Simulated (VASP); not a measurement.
Runs of VASP 6.6.1 on Al2Ru. The structure is that of space group I4/mmm (No. 139), or close to it. The cells are those of the table. 

| fixed moment (μB) | cell | pressure (GPa) | moment (μB) | largest force (eV/Å) |
| --- | --- | --- | --- | --- |
| 0.375 | a = 4.437 Å, angles 141.6, 141.6, 55.4°, 3 atoms | (b) | 0.38 | 0.70 |
| 0.9375 | a = 4.437 Å, angles 141.6, 141.6, 55.4°, 3 atoms | 56.0 | 0.94 | 0.63 |
| 1.125 | a = 4.437 Å, angles 141.6, 141.6, 55.4°, 3 atoms | 57.3 | 1.12 | 0.64 |
| 1.125 | a = 4.715 Å, angles 141.6, 141.6, 55.4°, 3 atoms | 4.5 | 1.12 | 0.21 |
| 0.5625 | a = 4.581 Å, angles 141.6, 141.6, 55.4°, 3 atoms | (a) | 0.56 | 0.16 |

Alike in all rows: task single point; level LDA; potentials or basis VASP PAW LDA potentials, release 64 (Al, Ru_pv); spin collinear, ferromagnetic start; k mesh 20 × 20 × 20; cutoff (eV) 520; smearing gaussian 0.15 eV.

Problem. Estimate the missing entries.

Solution. (a) 22.0; (b) 53.2.

Caveats: the cell stands under pressure; the total moment is fixed, so each spin has its own Fermi level.
